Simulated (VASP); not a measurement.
Input of a VASP 6.6.1 run:

INCAR

```
ALGO     = Normal         # electronic algorithm
EDIFF    = 1E-6           # SCF threshold, eV
ENCUT    = 520            # plane-wave cutoff, eV
GGA      = CA             # functional
ISIF     = 2              # what is computed and relaxed
ISMEAR   = -1             # smearing method
LASPH    = True           # aspherical terms in the spheres
LCHARG   = False          # write CHGCAR
LREAL    = False          # projectors in reciprocal space
LWAVE    = False          # write WAVECAR
NBANDS   = 28             # bands
NELM     = 100            # most SCF steps
PREC     = Accurate       # precision mode
SIGMA    = 0.1            # smearing width, eV
```

KPOINTS

```
k-points
0
Gamma
  9 9 4
```

The input POSCAR:

```
TiB4Mo
1.0
    3.0531440000      0.0000000000      0.0000000000
   -1.5265720000      2.6441000000      0.0000000000
    0.0000000000      0.0000000000      6.4505920000
Ti B Mo
1 4 1
Direct
    0.0000000000      0.0000000000      0.5000000000
    0.3333333333      0.6666666667      0.7438020000
    0.3333333333      0.6666666667      0.2561980000
    0.6666666667      0.3333333333      0.7438020000
    0.6666666667      0.3333333333      0.2561980000
    0.0000000000      0.0000000000      0.0000000000
```

Potentials or basis: VASP PAW LDA potentials, release 64 (Ti_sv, B, Mo_sv).

The run is started by

```sh
$ cat potpaw_LDA.64/Ti_sv/POTCAR potpaw_LDA.64/B/POTCAR potpaw_LDA.64/Mo_sv/POTCAR > POTCAR
$ mpirun -np 1 vasp_std > vasp.out
```

(1) Predict the band gap on the k mesh.

(2) What does it give for the pressure?

(3) Predict the largest force.

Answers

(1) zero (band 19 reaches 12.06 eV, above the bottom of band 20 at 10.45 eV).

(2) -12.1 GPa.

(3) 0.031 eV/Å.
